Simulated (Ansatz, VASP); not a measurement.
## AlGa3N4 in VASP and in Ansatz

Contents of POSCAR:

```
AlGa3N4
1.0
    4.4729076159      0.0000000000      0.0000000000
    0.0000000000      4.4729076159      0.0000000000
    0.0000000000      0.0000000000      4.4729076159
Al Ga N
1 3 4
Direct
    0.0000000000      0.0000000000      0.0000000000
    0.5000000000      0.5000000000      0.0000000000
    0.5000000000      0.0000000000      0.5000000000
    0.0000000000      0.5000000000      0.5000000000
    0.7553372115      0.7553372115      0.2446627885
    0.7553372115      0.2446627885      0.7553372115
    0.2446627885      0.7553372115      0.7553372115
    0.2446627885      0.2446627885      0.2446627885
```

Contents of INCAR.step1:

```
SYSTEM = AlGa3N4
  PREC = Accurate
  ENCUT = 520
  ISMEAR = 0
  SIGMA = 0.02
  LREAL = .False.
  LASPH = .True.
  NELM = 80
  NBANDS = 41
  GGA = PE
  ALGO = Normal
  EDIFF = 1E-4
  LWAVE = .True.
  LCHARG = .False.
```

The input INCAR.step2:

```
SYSTEM = AlGa3N4
  PREC = Accurate
  ENCUT = 520
  EDIFF = 1E-7
  ISMEAR = 0
  SIGMA = 0.02
  LREAL = .False.
  LASPH = .True.
  NELM = 80
  ALGO = Normal
  ISIF = 2
  LWAVE = .False.
  LCHARG = .False.
  METAGGA = R2SCAN
  LMIXTAU = .True.
  NBANDS = 41
  ISTART = 1
```

KPOINTS

```
Automatic mesh
0
Gamma
  6 6 6
  0 0 0
```

Input for Ansatz:

```yaml
crystal:
  lattice:
    - [4.4729076159, 0.0, 0.0]
    - [0.0, 4.4729076159, 0.0]
    - [0.0, 0.0, 4.4729076159]
  atoms:
    - { symbol: Al, position: [0.0, 0.0, 0.0] }
    - { symbol: Ga, position: [0.5, 0.5, 0.0] }
    - { symbol: Ga, position: [0.5, 0.0, 0.5] }
    - { symbol: Ga, position: [0.0, 0.5, 0.5] }
    - { symbol: "N", position: [0.7553372115, 0.7553372115, 0.2446627885] }
    - { symbol: "N", position: [0.7553372115, 0.2446627885, 0.7553372115] }
    - { symbol: "N", position: [0.2446627885, 0.7553372115, 0.7553372115] }
    - { symbol: "N", position: [0.2446627885, 0.2446627885, 0.2446627885] }
basis:
  ecutwfc: 500
kpoints:
  mp_grid: { grid: [6, 6, 6] }
  band_path: { path: [VBM, CBM], npoints: 2 }
hamiltonian:
  xc: r2scan
scf:
  occupations: { method: gaussian, width: 0.02 }
output:
  forces: true
  stress: true
  eigenvalues: true
checkpoint:
  read: start.run
  write: ck
  compress: false
  write_wavefunctions: false
  write_every: 100000
```

Alike in both runs: task single point; functional r2SCAN; k mesh 6 × 6 × 6; occupations gaussian, width 0.02 eV; no spin polarisation.

|  | VASP | Ansatz |
| --- | --- | --- |
| version | VASP 6.6.1 | Ansatz 0.2.0 |
| potentials or method | VASP PAW PBE potentials, release 64 (Al, Ga_d, N), cutoff 520 eV | scalar-relativistic, plane waves, PAW |
| valence electrons in the cell | 62 | 62 |

Ansatz gave:

| Item | Value |
| --- | --- |
| gap on the k mesh at the Fermi level (eV) | 2.78 |
| least direct gap on the mesh (eV) | 2.78 |
| pressure (GPa) | -1.0 |
| rms of the force components (eV/Å) | 0.000 |

Estimate VASP's values.

gap on the k mesh at the Fermi level (eV): 2.78; least direct gap on the mesh (eV): 2.78; pressure (GPa): -0.4; rms of the force components (eV/Å): 0.033.

VASP's potentials were made for PBE, not for r2SCAN. Atom by atom the forces differ by 0.033 eV/Å (rms over components).
